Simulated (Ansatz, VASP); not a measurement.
Two plane-wave programs on Al2O3

```
Al O
1.0
     3.07020    0.00000    0.00000
    -1.53510    2.65887    0.00000
     0.00000    0.00000    7.70697
Al O
2 3
Direct
  0.00000 0.00000 0.27795
  0.00000 0.00000 0.72205
  0.33333 0.66667 0.19945
  0.66667 0.33333 0.80055
  0.00000 0.00000 0.50000
```

Alike in both runs: task single point; functional PBEsol; k mesh 12 × 12 × 4; no spin polarisation.

|  | VASP | Ansatz |
| --- | --- | --- |
| version | VASP 6.6.1 | Ansatz 0.2.0 |
| potentials or method | VASP PAW PBE potentials, release 64 (Al, O), cutoff 520 eV | plane waves, PAW |
| occupations | gaussian, width 0.01 eV | fixed |
| valence electrons in the cell | 24 | 24 |

Ansatz gave:

```
pressure (GPa)                                                : -10.9
traceless stress, the component that is largest in VASP (GPa) : -0.73
```

Question: What did VASP give for the same quantities?

Answer: Pressure (GPa): -10.8; traceless stress, the component that is largest in VASP (GPa): -0.45.

VASP's potentials were made for PBE, not for PBEsol.
